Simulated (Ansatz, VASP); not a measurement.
HfN in VASP and in Ansatz

File INCAR:

```
SYSTEM = HfN
PREC = Accurate
ENCUT = 520
EDIFF = 1E-7
ISMEAR = 0
SIGMA = 0.15
LREAL = .False.
LASPH = .True.
NELM = 100
ALGO = Normal
ISIF = 2
LWAVE = .False.
LCHARG = .True.
GGA = PE
LELF = .True.
LVHAR = .True.
NBANDS = 14
```

Contents of KPOINTS:

```
regular mesh
0
Gamma
  22 22 22
  0 0 0
```

Contents of POSCAR:

```
HfN
1.0
    0.0000000000      2.2738965586      2.2738965586
    2.2738965586      0.0000000000      2.2738965586
    2.2738965586      2.2738965586      0.0000000000
Hf N
1 1
Direct
    0.0000000000      0.0000000000      0.0000000000
    0.3680678772      0.3680678772      0.6319321228
```

Input for Ansatz:

```yaml
crystal:
  lattice:
    - [0.0, 2.2738965586, 2.2738965586]
    - [2.2738965586, 0.0, 2.2738965586]
    - [2.2738965586, 2.2738965586, 0.0]
  atoms:
    - { symbol: Hf, position: [0.0, 0.0, 0.0] }
    - { symbol: "N", position: [0.3680678772, 0.3680678772, 0.6319321228] }
basis:
  ecutwfc: 420
kpoints:
  mp_grid: { grid: [22, 22, 22] }
hamiltonian:
  xc: pbe
scf:
  occupations: { method: gaussian, width: 0.15 }
output:
  forces: true
  stress: true
  eigenvalues: true
```

Alike in both runs: task single point; functional PBE; k mesh 22 × 22 × 22; occupations gaussian, width 0.15 eV; no spin polarisation.

|  | VASP | Ansatz |
| --- | --- | --- |
| version | VASP 6.6.1 | Ansatz 0.2.0 |
| potentials or method | VASP PAW PBE potentials, release 64 (Hf_pv, N), cutoff 520 eV | scalar-relativistic, plane waves, PAW |
| valence electrons in the cell | 15 | 31 |

VASP gave:

* gap on the k mesh at the Fermi level (eV): none
* rms of the force components (eV/Å): 8.121

Question: What did Ansatz give for the same quantities?

Answer: gap on the k mesh at the Fermi level (eV): none; rms of the force components (eV/Å): 7.899.

Atom by atom the forces differ by 0.222 eV/Å (rms over components). A gap of «none» marks a metal or a gap that the smearing closes. With one functional, cell and mesh, what is left measures potentials, basis and numerics. VASP's potentials hold 15 valence electrons a cell and Ansatz's 31, so a difference there can come from the potentials and not from the codes.

Neither program's run includes spin-orbit coupling.
